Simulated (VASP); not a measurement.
A run of VASP 6.6.1:

Contents of POSCAR:

```
MgO
1.0
    3.3077870000      0.0000000000      0.0000000000
   -1.6538935000      2.8646275723      0.0000000000
    0.0000000000      0.0000000000      4.9828820000
Mg O
2 2
Direct
    0.3333333333      0.6666666667      0.0021597400
    0.6666666667      0.3333333333      0.5021597400
    0.3333333333      0.6666666667      0.4024402600
    0.6666666667      0.3333333333      0.9024402600
```

File INCAR.step1:

```
SYSTEM = MgO
PREC = Accurate ; ENCUT = 520
ISMEAR = 0 ; SIGMA = 0.01
LREAL = .FALSE. ; LASPH = .TRUE.
NELM = 80 ; NBANDS = 16
GGA = PE ; ALGO = Normal
EDIFF = 1E-4 ; LWAVE = .TRUE.
LCHARG = .FALSE.
```

File INCAR.step2:

```
SYSTEM = MgO
PREC = Accurate ; ENCUT = 520
EDIFF = 1E-6 ; ISMEAR = 0
SIGMA = 0.01 ; LREAL = .FALSE.
LASPH = .TRUE. ; NELM = 80
ALGO = Normal ; ISIF = 2
LWAVE = .FALSE. ; LCHARG = .FALSE.
METAGGA = R2SCAN ; LMIXTAU = .TRUE.
NBANDS = 16 ; ISTART = 1
```

KPOINTS

```
regular mesh
0
G
  12 12 4
  0 0 0
```

Potentials or basis: VASP PAW PBE potentials, release 64 (Mg, O).

The run is started by

```console
$ cat potpaw_PBE.64/Mg/POTCAR potpaw_PBE.64/O/POTCAR > POTCAR
$ cp INCAR.step1 INCAR
$ mpirun -np 1 vasp_std > vasp.out
$ cp INCAR.step2 INCAR
$ mpirun -np 1 vasp_std > vasp.out
```

Hardware: 1 thread of Intel Xeon 8259CL, on a shared host.

Question: How long does it take, and how much memory?

Answer: Wall time 3.6 min on 1 thread of Intel Xeon 8259CL, on a shared host, peak memory 0.2 GiB. Counts: k points 57.
